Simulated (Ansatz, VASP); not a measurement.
**One calculation of W, two programs**

POSCAR

```
W
1.0
   -1.7705280660      1.6019063455      1.6019063455
    1.6019063455     -1.7705280660      1.6019063455
    1.6019063455      1.6019063455     -1.7705280660
W
1
Direct
    0.0000000000      0.0000000000      0.0000000000
```

File INCAR.step1:

```
SYSTEM = W
PREC = Accurate
ENCUT = 520
ISMEAR = 0
SIGMA = 0.15
LREAL = .False.
LASPH = .True.
NELM = 100
NBANDS = 13
GGA = PE
ALGO = Normal
EDIFF = 1E-4
LWAVE = .True.
LCHARG = .False.
```

INCAR.step2

```
SYSTEM = W
PREC = Accurate
ENCUT = 520
EDIFF = 1E-6
ISMEAR = 0
SIGMA = 0.15
LREAL = .False.
LASPH = .True.
NELM = 100
ALGO = Normal
ISIF = 2
LWAVE = .False.
LCHARG = .False.
METAGGA = R2SCAN
LMIXTAU = .True.
NBANDS = 13
ISTART = 1
```

Contents of KPOINTS:

```
regular mesh
0
Gamma
  24 24 24
  0 0 0
```

Input for Ansatz:

```yaml
crystal:
  lattice:
    - [-1.770528066, 1.6019063455, 1.6019063455]
    - [1.6019063455, -1.770528066, 1.6019063455]
    - [1.6019063455, 1.6019063455, -1.770528066]
  atoms:
    - { symbol: W, position: [0.0, 0.0, 0.0] }
basis:
  ecutwfc: 500
kpoints:
  mp_grid: { grid: [24, 24, 24] }
hamiltonian:
  xc: r2scan
scf:
  occupations: { method: gaussian, width: 0.15 }
output:
  forces: true
  stress: true
  eigenvalues: true
```

Alike in both runs: task single point; functional r2SCAN; k mesh 24 × 24 × 24; occupations gaussian, width 0.15 eV; no spin polarisation.

```csv
,VASP,Ansatz
version,VASP 6.6.1,Ansatz 0.2.0
potentials or method,"VASP PAW PBE potentials, release 64 (W_sv), cutoff 520 eV","scalar-relativistic, plane waves, PAW"
valence electrons in the cell,14,14
```

```csv
,VASP,Ansatz,Ansatz less VASP
gap on the k mesh at the Fermi level (eV),none,none,-
pressure (GPa),1.0,-0.5,-1.45
"traceless stress, the component that is largest in VASP (GPa)",23.11,22.60,-0.509
```

VASP's potentials were made for PBE, not for r2SCAN. A gap of «none» marks a metal or a gap that the smearing closes.

Neither program's run includes spin-orbit coupling.
